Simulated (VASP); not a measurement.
# Ni (Fm-3m) in VASP: further runs

Ni is run at these levels: r2SCAN; tasks: single point.

Program: VASP 6.6.1. These are calculated values, not measurements. Logs are shortened: lines on timing, memory, paths and dates and some standing lists are left out, and cuts for length are marked.

## Step 1: The cell of the first run

The structure is cubic, space group Fm-3m (No. 225). Conventional cell: a = 3.331 Å, b = 3.331 Å, c = 3.331 Å, α = 90.00°, β = 90.00°, γ = 90.00°. Within 3.1 Å of Ni (site symmetry m-3m) lie 12 Ni at 2.36 Å.

## Step 2: Single point, r2SCAN, collinear spin, ferromagnetic start (9.24 Å³/atom)

Input file POSCAR:

```
Ni
1.0
    0.0000000000      1.6655639317      1.6655639317
    1.6655639317      0.0000000000      1.6655639317
    1.6655639317      1.6655639317      0.0000000000
Ni
1
Direct
    0.0000000000      0.0000000000      0.0000000000
```

Input file INCAR.step1:

```
SYSTEM = Ni
PREC = Accurate
ENCUT = 520
ISMEAR = -1
SIGMA = 0.05
LREAL = .FALSE.
LASPH = .TRUE.
NELM = 150
ISPIN = 2
MAGMOM = 0.807
LMAXMIX = 4
NBANDS = 15
GGA = PE
ALGO = Normal
EDIFF = 1E-4
LWAVE = .TRUE.
LCHARG = .FALSE.
```

Input file INCAR.step2:

```
SYSTEM = Ni
PREC = Accurate
ENCUT = 520
EDIFF = 1E-6
ISMEAR = -1
SIGMA = 0.05
LREAL = .FALSE.
LASPH = .TRUE.
NELM = 150
ALGO = Normal
ISIF = 2
LWAVE = .FALSE.
LCHARG = .TRUE.
ISPIN = 2
MAGMOM = 0.807
LORBIT = 11
LMAXMIX = 4
METAGGA = R2SCAN
LMIXTAU = .TRUE.
LELF = .TRUE.
LVHAR = .TRUE.
NBANDS = 15
ISTART = 1
```

Input file KPOINTS:

```
Automatic mesh
0
G
  25 25 25
  0 0 0
```

Potentials or basis: VASP PAW PBE potentials, release 64 (Ni).

The run is started by

```bash
> cat potpaw_PBE.64/Ni/POTCAR > POTCAR
> cp INCAR.step1 INCAR
> mpirun -np 1 vasp_std > vasp.out
> cp INCAR.step2 INCAR
> mpirun -np 1 vasp_std > vasp.out
```

OUTCAR:

```text
SYSTEM = Ni
   PREC = Accurate
   ENCUT = 520
   EDIFF = 1E-6
   ISMEAR = -1
   LREAL = .FALSE.
   LASPH = .TRUE.
   NELM = 150
   ISIF = 2
   ISPIN = 2
   LORBIT = 11
   METAGGA = R2SCAN
   ISTART = 1

 ion  position               nearest neighbor table
   1  0.000  0.000  0.000-

  LATTYP: Found a face centered cubic cell.
 ALAT       =     3.3311278634

  Lattice vectors:

 A1 = (   0.0000000000,   1.6655639317,   1.6655639317)
 A2 = (   1.6655639317,   0.0000000000,   1.6655639317)
 A3 = (   1.6655639317,   1.6655639317,   0.0000000000)

Analysis of symmetry for initial positions (statically):
=====================================================================
 Subroutine PRICEL returns:
 Original cell was already a primitive cell.

 Routine SETGRP: Setting up the symmetry group for a
 face centered cubic supercell.

 Subroutine GETGRP returns: Found 48 space group operations
 (whereof 48 operations were pure point group operations)
 out of a pool of 48 trial point group operations.

The static configuration has the point symmetry O_h .

Analysis of symmetry for dynamics (positions and initial velocities):
=====================================================================
 Subroutine PRICEL returns:
 Original cell was already a primitive cell.

 Routine SETGRP: Setting up the symmetry group for a
 face centered cubic supercell.

 Subroutine GETGRP returns: Found 48 space group operations
 (whereof 48 operations were pure point group operations)
 out of a pool of 48 trial point group operations.

The dynamic configuration has the point symmetry O_h .

Analysis of structural, dynamic, and magnetic symmetry:
=====================================================================
 Subroutine PRICEL returns:
 Original cell was already a primitive cell.

 Routine SETGRP: Setting up the symmetry group for a
 face centered cubic supercell.

 Subroutine GETGRP returns: Found 48 space group operations
 (whereof 48 operations were pure point group operations)
 out of a pool of 48 trial point group operations.

The overall configuration has the point symmetry O_h .

 Subroutine INISYM returns: Found 48 space group operations
 (whereof 48 operations are pure point group operations),
 and found     1 'primitive' translations

----------------------------------------------------------------------------------------

                                     Primitive cell

  volume of cell :       9.2409

  direct lattice vectors                    reciprocal lattice vectors
     0.000000000  1.665563932  1.665563932    -0.300198624  0.300198624  0.300198624
     1.665563932  0.000000000  1.665563932     0.300198624 -0.300198624  0.300198624
     1.665563932  1.665563932  0.000000000     0.300198624  0.300198624 -0.300198624

  length of vectors
     2.355463101  2.355463101  2.355463101     0.519959269  0.519959269  0.519959269

  position of ions in fractional coordinates (direct lattice)
     0.000000000  0.000000000  0.000000000
[... 118 lines left out ...]
  ext. energy  EPLUGINS =         0.00000000
  ---------------------------------------------------
  free energy    TOTEN  =       -11.81031418 eV

  energy without entropy =      -11.80057441  energy(sigma->0) =      -11.80544429

 E-fermi :  11.8077     XC(G=0): -15.5353

 val. band max:       11.8051567031   @ k =   0.4000   0.0400   0.0000
 cond. band min:      11.8088236861   @ k =   0.4800   0.2400   0.0800
 fundamental gap:      0.0036669830
 Fermi energy:        11.8076802629

 spin component 1

 k-point     1 :       0.0000    0.0000    0.0000
  band No.  band energies     occupation
      1       1.1862      1.00000
      2       8.4840      1.00000
      3       8.4840      1.00000
      4       8.4840      1.00000
      5      10.0494      1.00000
      6      10.0494      1.00000
      7      37.7793      0.00000
      8      43.2860      0.00000
      9      43.2860      0.00000
     10      43.2863      0.00000
     11      46.6575      0.00000
     12      46.6575      0.00000
     13      46.6575      0.00000
     14      49.4713      0.00000
[... 403 lines left out ...]
      4       9.8628      1.00000
      5      10.8250      1.00000
      6      11.1569      1.00000
      7      20.1776      0.00000
      8      36.0934      0.00000
      9      39.3513      0.00000
     10      40.5996      0.00000
     11      43.7343      0.00000
     12      44.7317      0.00000
     13      50.5359      0.00000
     14      54.8844      0.00000
     15      61.4431      0.00000

 [... further k-points ...]

 spin component 2

 k-point     1 :       0.0000    0.0000    0.0000
  band No.  band energies     occupation
      1       0.9591      1.00000
      2       9.6730      1.00000
      3       9.6730      1.00000
      4       9.6730      1.00000
      5      10.7628      1.00000
      6      10.7628      1.00000
      7      37.5611      0.00000
      8      43.3860      0.00000
      9      43.3861      0.00000
     10      43.3861      0.00000
     11      46.9454      0.00000
     12      46.9454      0.00000
     13      46.9454      0.00000
     14      49.5809      0.00000
[... 403 lines left out ...]
      4      10.1432      1.00000
      5      11.9418      0.06400
      6      12.0496      0.00787
      7      20.7003      0.00000
      8      36.0160      0.00000
      9      39.5849      0.00000
     10      40.8661      0.00000
     11      43.8788      0.00000
     12      44.9187      0.00000
     13      51.1030      0.00000
     14      57.0097      0.00000
     15      61.8722      0.00000

 [... further k-points ...]
[... 5 lines left out ...]
  --------------------------------------------------------------------------------------
  -------------------------------------------------------------------------------------
  Total        2.2451597      2.2451597      2.2451597     -0.0000000     -0.0000000      0.0000000
  in kB      389.2636929    389.2636929    389.2636929     -0.0000000     -0.0000000      0.0000000
  external PRESSURE =     389.2636929 kB  Pullay stress =       0.0000000 kB

 VOLUME and BASIS-vectors are now :
 -----------------------------------------------------------------------------
  energy-cutoff  :      520.00
  volume of cell :        9.24
      direct lattice vectors                 reciprocal lattice vectors
     0.000000000  1.665563932  1.665563932    -0.300198624  0.300198624  0.300198624
     1.665563932  0.000000000  1.665563932     0.300198624 -0.300198624  0.300198624
     1.665563932  1.665563932  0.000000000     0.300198624  0.300198624 -0.300198624

 POSITION                                       TOTAL-FORCE (eV/Angst)
 -----------------------------------------------------------------------------------
      0.00000      0.00000      0.00000         0.000000      0.000000      0.000000
 -----------------------------------------------------------------------------------
    total drift:                                0.000000     -0.000000      0.000000

  FREE ENERGIE OF THE ION-ELECTRON SYSTEM (eV)
  ---------------------------------------------------
  free  energy   TOTEN  =       -11.8103141771 eV

  energy  without entropy=      -11.8005744110  energy(sigma->0) =      -11.80544429

 total charge

# of ion       s       p       d       tot
------------------------------------------
    1        0.592   0.684   8.416   9.692

 magnetization (x)

# of ion       s       p       d       tot
------------------------------------------
    1       -0.010  -0.044   0.712   0.659
```

OUTCAR.step1:

```text
SYSTEM = Ni
   PREC = Accurate
   ENCUT = 520
   ISMEAR = -1
   LREAL = .FALSE.
   LASPH = .TRUE.
[... 1102 lines left out ...]
 -----------------------------------------------------------------------------------
      0.00000      0.00000      0.00000         0.000000      0.000000      0.000000
 -----------------------------------------------------------------------------------
    total drift:                                0.000000     -0.000000      0.000000

  FREE ENERGIE OF THE ION-ELECTRON SYSTEM (eV)
  ---------------------------------------------------
  free  energy   TOTEN  =        -5.2673308527 eV

  energy  without entropy=       -5.2554124443  energy(sigma->0) =       -5.26137165
```

Wall time 4.7 min (1 thread of AMD EPYC 9R45 (Zen 5), shared host); peak memory 0.17 GiB.

What came out:

```yaml
Free_energy: -11.8103 eV
Pressure: 38.9 GPa
Net_moment: 0.66 μB per cell
Site_moments: Ni +0.66 μB
Valence_electrons_inside_the_program's_atomic_spheres: Ni 9.69
```

Caveat: the cell stands under pressure; the PAW data sets were made with another functional, which shifts forces and pressure a little.

(Part 1 of 2 ends here.)
